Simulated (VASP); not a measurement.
# BaTiO3: single point with PBEsol

The system is BaTiO3.

```
CELL_PARAMETERS angstrom
3.85222 0.00000 0.00000
0.00000 3.85214 -0.00566
0.00000 0.00553 3.85214
ATOMIC_POSITIONS crystal
Ba 0.00000 0.99951 0.99951
Ti 0.50000 0.49989 0.49989
O 0.00000 0.49916 0.49916
O 0.50000 0.49912 0.99919
O 0.50000 0.99919 0.49912
```

```json
{
  "Program": "VASP 6.6.1",
  "Task": "single point",
  "Functional": "PBEsol",
  "Potentials or basis": "VASP PAW PBE potentials, release 64 (Ba_sv, Ti_sv, O)",
  "Cutoff": "520 eV",
  "k mesh": "4 × 4 × 4",
  "Occupations": "gaussian, width 0.01 eV",
  "Spin": "no spin polarisation",
  "Dipole correction": "no",
  "Further INCAR settings": "ALGO = Normal; EDIFF = 1e-06; NBANDS = 28"
}
```

- Pressure: 22.7 GPa
- Band gap on the k mesh: 1.89 eV (least direct gap 1.89 eV)

Levels at points of the mesh, in eV from the valence-band top:
```csv
k point,band 17,band 18,band 19,band 20,band 21,band 22,band 23,band 24
"(0.00, 0.00, 0.00)",-1.31,-0.01,-0.01,-0.01,1.89,1.89,1.89,4.69
"(0.50, 0.00, 0.00)",-1.98,-1.98,-0.69,-0.69,2.11,4.07,4.07,4.77
"(0.00, 0.50, 0.00)",-1.98,-1.98,-0.69,-0.69,2.11,4.07,4.07,4.77
"(0.50, 0.50, 0.00)",-1.66,-0.78,-0.78,-0.11,4.09,4.09,4.54,5.79
"(0.00, 0.50, 0.50)",-1.66,-0.78,-0.78,-0.11,4.09,4.09,4.54,5.79
"(0.50, 0.50, 0.50)",-2.31,0.00,0.00,0.00,4.91,4.91,4.91,7.17
```

Run time: 39 s on 1 thread of Intel Xeon 8259CL, on a shared host, peak memory 0.19 GiB.

Caveat: the cell stands under pressure; the PAW data sets were made with another functional, which shifts forces and pressure a little; spin-orbit coupling is left out, which moves the levels of the heavy elements. A k mesh can miss the band edges.
